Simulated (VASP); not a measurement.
A run of VASP 6.6.1 is set up as follows.

INCAR

```
ALGO = Normal
EDIFF = 1E-6
ENCUT = 500
GGA = PE
GGA_COMPAT = False
ISIF = 2
ISMEAR = -1
LASPH = True
LCHARG = True
LELF = True
LREAL = False
LVHAR = True
LWAVE = False
NBANDS = 16
NELM = 120
PREC = Accurate
SIGMA = 0.08
```

Contents of KPOINTS:

```
k-points
0
Gamma
  14 14 14
```

POSCAR

```
CdSe
1.0
    0.0000000000      2.4854769200      2.4854769200
    2.4854769200      0.0000000000      2.4854769200
    2.4854769200      2.4854769200      0.0000000000
Cd Se
1 1
Direct
    0.0000000000      0.0000000000      0.0000000000
    0.5000000000      0.5000000000      0.5000000000
```

Potentials or basis: VASP PAW PBE potentials, release 64 (Cd, Se).

Launch:

```bash
$ cat potpaw_PBE.64/Cd/POTCAR potpaw_PBE.64/Se/POTCAR > POTCAR
$ mpirun -np 1 vasp_std > vasp.out
```

Question: Predict the band gap on the k mesh.

Answer: Zero (bands 9 and 10 overlap by 0.82 eV).

Question: What does it give for the pressure?

Answer: 74.8 GPa.

Caveat: the cell stands under pressure.
